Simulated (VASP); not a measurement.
Set up this calculation in VASP 6.6.1, as the native input.

```yaml
Task: single point
Functional: BLYP
Potentials_or_basis: VASP PAW PBE potentials, release 64 (Al)
Cutoff: 520 eV
k_mesh: 17 × 17 × 12
Occupations: fermi-dirac, width 0.1 eV
Spin: no spin polarisation
Dipole_correction: no
Further_INCAR_settings: ALGO = Normal; EDIFF = 1e-07; NBANDS = 10
```

The structure of Al lies in POSCAR:

```
Al
1.0
   -3.2807176790      2.8576780859      1.3952081600
    2.8576780859     -3.2807176790      1.3952081600
    2.5210538927      2.5210538927     -2.1700059495
Al
2
Direct
    0.9885491666      0.0114508334      0.0000000000
    0.7614508334      0.2385491666      0.5000000000
```

One way to write it, as run:

INCAR

```
  PREC = Accurate
  ENCUT = 520
  EDIFF = 1E-7
  ISMEAR = -1
  SIGMA = 0.1
  LREAL = False
  LASPH = True
  NELM = 100
  ALGO = Normal
  ISIF = 2
  LWAVE = False
  LCHARG = True
  GGA = B5
  ALDAX = 1.0
  AGGAX = 1.0
  AGGAC = 1.0
  ALDAC = 0.0
  LELF = True
  LVHAR = True
  NBANDS = 10
```

KPOINTS

```
regular mesh
0
Gamma
  17 17 12
```

Potentials or basis: VASP PAW PBE potentials, release 64 (Al).

Command:

```console
$ cat potpaw_PBE.64/Al/POTCAR > POTCAR
$ mpirun -np 1 vasp_std > vasp.out
```

Results of the run:

```json
{
 "Pressure": "0.0 GPa",
 "Largest force": "0.014 eV/Å",
 "Band gap on the k mesh": "zero (bands 3 and 4 overlap by 9.12 eV)"
}
```

Caveat: the PAW data sets were made with another functional, which shifts forces and pressure a little.

Wall time 4.8 min on 1 thread of Intel(R) Xeon(R) Platinum 8488C (Sapphire Rapids) (shared host), peak memory 0.4 GiB.
